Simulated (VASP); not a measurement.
Set up this calculation in VASP 6.6.1, as the native input.

```
Task                   : single point
Functional             : r2SCAN
Potentials or basis    : VASP PAW PBE potentials, release 64 (Zn, S)
Cutoff                 : 520 eV
k mesh                 : 8 × 8 × 8
Occupations            : fermi-dirac, width 0.02 eV
Spin                   : no spin polarisation
Dipole correction      : no
Further INCAR settings : ALGO = Normal; EDIFF = 1e-06; NBANDS = 16
```

ZnS:

```
CELL_PARAMETERS angstrom
0.00000 2.69518 2.69518
2.69518 0.00000 2.69518
2.69518 2.69518 0.00000
ATOMIC_POSITIONS crystal
Zn 0.25000 0.25000 0.25000
S 0.00000 0.00000 0.00000
```

The input as run:

POSCAR

```
ZnS
1.0
    0.0000000000      2.6951814878      2.6951814878
    2.6951814878      0.0000000000      2.6951814878
    2.6951814878      2.6951814878      0.0000000000
Zn S
1 1
Direct
    0.2500000000      0.2500000000      0.2500000000
    0.0000000000      0.0000000000      0.0000000000
```

INCAR.step1

```
  PREC = Accurate
  ENCUT = 520
  ISMEAR = -1
  SIGMA = 0.02
  LREAL = False
  LASPH = True
  NELM = 100
  NBANDS = 16
  GGA = PE
  ALGO = Normal
  EDIFF = 1E-4
  LWAVE = True
  LCHARG = False
```

INCAR.step2

```
  PREC = Accurate
  ENCUT = 520
  EDIFF = 1E-6
  ISMEAR = -1
  SIGMA = 0.02
  LREAL = False
  LASPH = True
  NELM = 100
  ALGO = Normal
  ISIF = 2
  LWAVE = False
  LCHARG = False
  METAGGA = R2SCAN
  LMIXTAU = True
  NBANDS = 16
  ISTART = 1
```

KPOINTS

```
regular mesh
0
Gamma
  8 8 8
```

Potentials or basis: VASP PAW PBE potentials, release 64 (Zn, S).

Command:

```sh
$ cat potpaw_PBE.64/Zn/POTCAR potpaw_PBE.64/S/POTCAR > POTCAR
$ cp INCAR.step1 INCAR
$ mpirun -np 1 vasp_std > vasp.out
$ cp INCAR.step2 INCAR
$ mpirun -np 1 vasp_std > vasp.out
```

It gave:

```json
{
  "Pressure": "-0.1 GPa",
  "Band gap on the k mesh": "2.71 eV, direct"
}
```

Caveat: the PAW data sets were made with another functional, which shifts forces and pressure a little.

Run time: 30 s on 1 thread of Intel(R) Xeon(R) 6975P-C (Granite Rapids), on a shared host, peak memory 0.17 GiB.
